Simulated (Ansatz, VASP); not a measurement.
# Ni in VASP and in Ansatz

```
Ni
1.0
     2.42184    0.00000    0.00000
    -1.21092    2.09737    0.00000
     0.00000    0.00000   23.90970
Ni
5
Cartesian
  0.6055 0.3496 8.0000
  0.6055 1.7478 9.9774
  1.8164 1.0487 11.9548
  0.6055 0.3496 13.9323
  0.6055 1.7478 15.9097
```

Alike in both runs: task single point; functional LDA; k mesh 15 × 15 × 1; occupations fermi-dirac, width 0.1 eV; collinear spin.

```csv
,VASP,Ansatz
version,VASP 6.6.1,Ansatz 0.2.0
potentials or method,"VASP PAW LDA potentials, release 64 (Ni), cutoff 520 eV","all-electron LAPW, scalar-relativistic"
```

|  | VASP | Ansatz | Ansatz less VASP |
| --- | --- | --- | --- |
| rms of the force components (eV/Å) | 0.080 | 0.081 | +0.0010 |
| net moment per atom (μB) | 0.60 | 0.62 | +0.027 |
| size of the moment on the site where the two differ most (μB) | 0.60 | 0.65 | +0.045 |

LDA's correlation is that of Perdew and Zunger in VASP and of Perdew and Wang (1992) in Ansatz. Site moments also hang on the region over which each program counts them. Atom by atom the forces differ by 0.001 eV/Å (rms over components). Ansatz ran all-electron here, and VASP with PAW potentials.
